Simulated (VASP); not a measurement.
A run of VASP 6.6.1:

File INCAR:

```
SYSTEM = C
ALGO = Normal
EDIFF = 1E-6
ENCUT = 520
GGA = PE
ISIF = 2
ISMEAR = 0
LASPH = .True.
LCHARG = .True.
LELF = .True.
LREAL = .False.
LVHAR = .True.
LWAVE = .False.
NBANDS = 11
NELM = 100
PREC = Accurate
SIGMA = 0.05
```

Contents of KPOINTS:

```
k-points
0
Gamma
  12 12 12
  0 0 0
```

The input POSCAR:

```
C
1.0
    0.0000000000      1.6496450000      1.7834000000
    1.6496450000      0.0000000000      1.7834000000
    1.6496450000      1.6496450000      0.0000000000
C
2
Direct
    0.5000000000      0.5000000000      0.5000000000
    0.7500000000      0.7500000000      0.7500000000
```

Potentials or basis: VASP PAW PBE potentials, release 64 (C).

Run with:

```sh
$ cat potpaw_PBE.64/C/POTCAR > POTCAR
$ mpirun -np 1 vasp_std > vasp.out
```

Hardware: 1 thread of AMD EPYC 7R43 64-Core Processor (Zen 3) (shared host).

**Question.** Estimate the wall time of this run.

**Answer.** Run time: 14 s on 1 thread of AMD EPYC 7R43 64-Core Processor (Zen 3), with other jobs on the host, peak memory 0.09 GiB. Counts: scf iterations 11, k points 163.
